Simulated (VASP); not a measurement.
# CrCuO2: single point with PBE+U

The system is CrCuO2.

```
CELL_PARAMETERS angstrom
1.50540 -0.86915 11.46632
0.00000 1.73829 11.46632
-1.50540 -0.86915 11.46632
ATOMIC_POSITIONS crystal
Cr 0.25000 0.25000 0.25000
Cr 0.75000 0.75000 0.75000
Cu 0.00000 0.00000 0.00000
Cu 0.50000 0.50000 0.50000
O 0.05427 0.05427 0.05427
O 0.44573 0.44573 0.44573
O 0.55427 0.55427 0.55427
O 0.94573 0.94573 0.94573
```

```json
{
  "Program": "VASP 6.6.1",
  "Task": "single point",
  "Functional": "PBE",
  "Potentials or basis": "VASP PAW PBE potentials, release 64 (Cr_pv, Cu, O)",
  "Cutoff": "600 eV",
  "k mesh": "8 × 8 × 8",
  "Occupations": "gaussian, width 0.05 eV",
  "Spin": "collinear spin, antiferromagnetic start",
  "Starting moments": "[2.76, -2.76, 0.0, 0.0, 0.05, 0.05, -0.05, -0.05] μB",
  "Hubbard terms": "Cr d U = 3.7 eV, Cu d U = 4.0 eV"
}
```

- Pressure: 3.4 GPa
- Largest force: 0.527 eV/Å
- Band gap on the k mesh: 2.34 eV
- Net moment: 0.00 μB per cell
- Site moments: Cr +2.96, -2.96; Cu +0.00; O +0.04, -0.04 (each value once) μB
- Valence electrons inside the program's atomic spheres: Cr 10.64; Cu 10.03; O 5.06

Forces on the atoms (eV/Å):
```
Cr   0.000  0.000  0.000
Cr   0.000  0.000  0.000
Cu   0.000  0.000  0.000
Cu   0.000  0.000  0.000
O    0.000  0.000 -0.527
O    0.000  0.000  0.527
O    0.000  0.000 -0.527
O    0.000  0.000  0.527
```

Stress tensor (GPa, compression positive):
```
4.88 0.00 0.00
0.00 4.88 0.00
0.00 0.00 0.49
```

Levels at points of the mesh, in eV from the valence-band top:
Spin up:
```
           k point  band 32  band 33  band 34  band 35  band 36  band 37  band 38  band 39
(0.00, 0.00, 0.00)    -1.57    -1.18    -0.76    -0.76     2.57     3.73     3.73     3.89
(0.50, 0.00, 0.00)    -1.37    -1.18    -0.21    -0.02     3.11     3.14     3.69     3.85
(0.50, 0.50, 0.00)    -1.26    -1.16    -0.12    -0.09     3.01     3.26     3.69     3.84
(0.50, 0.50, 0.50)    -1.06    -1.06    -1.03    -1.03     3.12     3.18     3.74     3.74
```
Spin down:
```tsv
k point	band 32	band 33	band 34	band 35	band 36	band 37	band 38	band 39
(0.00, 0.00, 0.00)	-1.57	-1.18	-0.76	-0.76	2.57	3.73	3.73	3.89
(0.50, 0.00, 0.00)	-1.37	-1.18	-0.21	-0.02	3.11	3.14	3.69	3.85
(0.50, 0.50, 0.00)	-1.26	-1.16	-0.12	-0.09	3.01	3.26	3.69	3.84
(0.50, 0.50, 0.50)	-1.06	-1.06	-1.03	-1.03	3.12	3.18	3.74	3.74
```

Eigenvalues of the final occupation matrices:
```tsv
site	spin	trace	eigenvalues
site 1 d	1	3.47	0.31 0.31 0.95 0.95 0.95
site 1 d	2	0.56	0.04 0.05 0.05 0.21 0.21
site 2 d	1	0.56	0.04 0.05 0.05 0.21 0.21
site 2 d	2	3.47	0.31 0.31 0.95 0.95 0.95
site 3 d	1	4.69	0.86 0.95 0.95 0.96 0.96
site 3 d	2	4.69	0.86 0.95 0.95 0.96 0.96
site 4 d	1	4.69	0.86 0.95 0.95 0.96 0.96
site 4 d	2	4.69	0.86 0.95 0.95 0.96 0.96
```

It took 67 min on 4 MPI ranks on Intel(R) Xeon(R) Platinum 8259CL CPU @ 2.50GHz (Skylake/Cascade Lake), with other jobs on the host, peak memory 2.5 GiB a rank.

Caveat: the cell stands under pressure. A k mesh can miss the band edges.
